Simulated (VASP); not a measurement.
# Au (Pm-3m) in VASP: further runs, part 2 of 2

VASP 6.6.1.

## 5. Single point, PBEsol (volume scaled by 0.7)

The input, INCAR:

```
PREC = Accurate ; ENCUT = 520
EDIFF = 1E-6 ; ISMEAR = -1
SIGMA = 0.08 ; LREAL = False
LASPH = True ; NELM = 100
ALGO = Normal ; ISIF = 2
LWAVE = False ; LCHARG = True
GGA = PS ; LELF = True
LVHAR = True ; NBANDS = 12
```

The input, KPOINTS:

```
Automatic mesh
0
Gamma
  14 14 14
```

The input, POSCAR:

```
Au
1.0
    2.3920511515      0.0000000000      0.0000000000
    0.0000000000      2.3920511515      0.0000000000
    0.0000000000      0.0000000000      2.3920511515
Au
1
Direct
    0.0000000000      0.0000000000      0.0000000000
```

Potentials or basis: VASP PAW PBE potentials, release 64 (Au).

Started as:

```
cat potpaw_PBE.64/Au/POTCAR > POTCAR
mpirun -np 1 vasp_std > vasp.out
```

OUTCAR:

```text
PREC = Accurate
   ENCUT = 520
   EDIFF = 1E-6
   ISMEAR = -1
   LREAL = False
   LASPH = True
   NELM = 100
   ISIF = 2
   GGA = PS

 ion  position               nearest neighbor table
   1  0.000  0.000  0.000-

  LATTYP: Found a simple cubic cell.
 ALAT       =     2.3920511515

  Lattice vectors:

 A1 = (   2.3920511515,   0.0000000000,   0.0000000000)
 A2 = (   0.0000000000,   2.3920511515,   0.0000000000)
 A3 = (   0.0000000000,   0.0000000000,   2.3920511515)

Analysis of symmetry for initial positions (statically):
=====================================================================
 Subroutine PRICEL returns:
 Original cell was already a primitive cell.

 Routine SETGRP: Setting up the symmetry group for a
 simple cubic supercell.

 Subroutine GETGRP returns: Found 48 space group operations
 (whereof 48 operations were pure point group operations)
 out of a pool of 48 trial point group operations.

The static configuration has the point symmetry O_h .

Analysis of symmetry for dynamics (positions and initial velocities):
[... 158 lines left out ...]

 val. band max:       13.2071597449   @ k =   0.5000   0.4286   0.1429
 cond. band min:      13.2735852050   @ k =   0.3571   0.3571   0.1429
 fundamental gap:      0.0664254601
 Fermi energy:        13.2249123006

 k-point     1 :       0.0000    0.0000    0.0000
  band No.  band energies     occupation
      1       1.0506      2.00000
      2       3.5735      2.00000
      3       3.5735      2.00000
      4      11.7350      2.00000
      5      11.7350      2.00000
      6      11.7350      2.00000
      7      29.0778      0.00000
      8      29.0778      0.00000
      9      29.0778      0.00000
     10      36.2527      0.00000
     11      39.1477      0.00000
     12      39.1477      0.00000
[... 331 lines left out ...]
 k-point    24 :       0.3571    0.2143    0.0000
  band No.  band energies     occupation
      1       4.2170      2.00000
      2       5.5950      2.00000
      3       7.0128      2.00000
      4       9.3741      2.00000
      5      10.6101      2.00000
      6      10.7513      2.00000
      7      20.6984      0.00000
      8      27.7865      0.00000
      9      31.8562      0.00000
     10      36.6879      0.00000
     11      37.5254      0.00000
     12      43.2819      0.00000

 [... further k-points ...]
[... 5 lines left out ...]
  --------------------------------------------------------------------------------------
  -------------------------------------------------------------------------------------
  Total       10.7713281     10.7713281     10.7713281      0.0000000     -0.0000000      0.0000000
  in kB     1260.8645974   1260.8645974   1260.8645974      0.0000000     -0.0000000      0.0000000
  external PRESSURE =    1260.8645974 kB  Pullay stress =       0.0000000 kB

 VOLUME and BASIS-vectors are now :
 -----------------------------------------------------------------------------
  energy-cutoff  :      520.00
  volume of cell :       13.69
      direct lattice vectors                 reciprocal lattice vectors
     2.392051152  0.000000000  0.000000000     0.418051261  0.000000000  0.000000000
     0.000000000  2.392051152  0.000000000     0.000000000  0.418051261  0.000000000
     0.000000000  0.000000000  2.392051152     0.000000000  0.000000000  0.418051261

 POSITION                                       TOTAL-FORCE (eV/Angst)
 -----------------------------------------------------------------------------------
      0.00000      0.00000      0.00000         0.000000      0.000000      0.000000
 -----------------------------------------------------------------------------------
    total drift:                                0.000000      0.000000      0.000000

  FREE ENERGIE OF THE ION-ELECTRON SYSTEM (eV)
  ---------------------------------------------------
  free  energy   TOTEN  =        -2.0820088072 eV

  energy  without entropy=       -2.0749011561  energy(sigma->0) =       -2.07845498
```

OSZICAR:

```text
N       E                     dE             d eps       ncg     rms          rms(c)
DAV:   1     0.531736056798E+02    0.53174E+02   -0.57384E+03  2936   0.840E+02
DAV:   2    -0.173449960642E+01   -0.54908E+02   -0.52467E+02  3456   0.204E+02
DAV:   3    -0.245159258623E+01   -0.71709E+00   -0.71660E+00  3332   0.217E+01
DAV:   4    -0.245397808669E+01   -0.23855E-02   -0.23854E-02  3296   0.143E+00
DAV:   5    -0.245399307687E+01   -0.14990E-04   -0.14990E-04  3404   0.106E-01    0.215E+01
DAV:   6    -0.214486809771E+01    0.30912E+00   -0.52694E-01  3096   0.619E+00    0.130E+01
DAV:   7    -0.208760331076E+01    0.57265E-01   -0.12893E-01  3316   0.303E+00    0.329E+00
DAV:   8    -0.208199712326E+01    0.56062E-02   -0.12021E-02  3132   0.104E+00    0.279E-01
DAV:   9    -0.208200461138E+01   -0.74881E-05   -0.52445E-05  3376   0.652E-02    0.390E-02
DAV:  10    -0.208200871978E+01   -0.41084E-05   -0.21533E-06  3332   0.102E-02    0.452E-03
DAV:  11    -0.208200880724E+01   -0.87457E-07   -0.58307E-08  1720   0.195E-03
   1 F= -.20820088E+01 E0= -.20784550E+01  d E =-.710765E-02
```

stdout:

```text
POSCAR found type information on POSCAR Au
 POSCAR found :  1 types and       1 ions
 scaLAPACK will be used
 -----------------------------------------------------------------------------
|                                                                             |
|                                                                             |
|     You enforced a specific xc type in the INCAR file but a different       |
|     I HOPE YOU KNOW WHAT YOU ARE DOING!                                     |
|                                                                             |
 -----------------------------------------------------------------------------

 LDA part: xc-table for (Slater+PW92), standard interpolation
 POSCAR, INCAR and KPOINTS ok, starting setup
 FFT: planning ... GRIDC
 FFT: planning ... GRID_SOFT
 FFT: planning ... GRID
 WAVECAR not read
 entering main loop
```

Run time: 8.7 s. Hardware: 1 thread of Intel Xeon Platinum 8488C (Sapphire Rapids), shared host; peak memory 0.13 GiB.

What came out:

```
Free energy : -2.0820 eV
Pressure    : 126.1 GPa
```

Levels at points of the mesh, in eV from the Fermi level:
```
           k point  band 3  band 4  band 5  band 6  band 7  band 8  band 9  band 10
(0.00, 0.00, 0.00)   -9.65   -1.49   -1.49   -1.49   15.85   15.85   15.85    23.03
(0.50, 0.00, 0.00)   -4.52   -4.52   -2.76   -1.19    4.31   16.02   20.38    22.89
(0.50, 0.50, 0.00)   -3.96   -3.96    0.75    3.53    3.53   11.32   13.93    22.28
(0.50, 0.50, 0.50)   -8.59    0.96    0.96    8.35   10.77   10.77   10.77    21.04
```

Caveat: the PAW data sets were made with another functional, which shifts forces and pressure a little; spin-orbit coupling is left out, which moves the levels of the heavy elements.
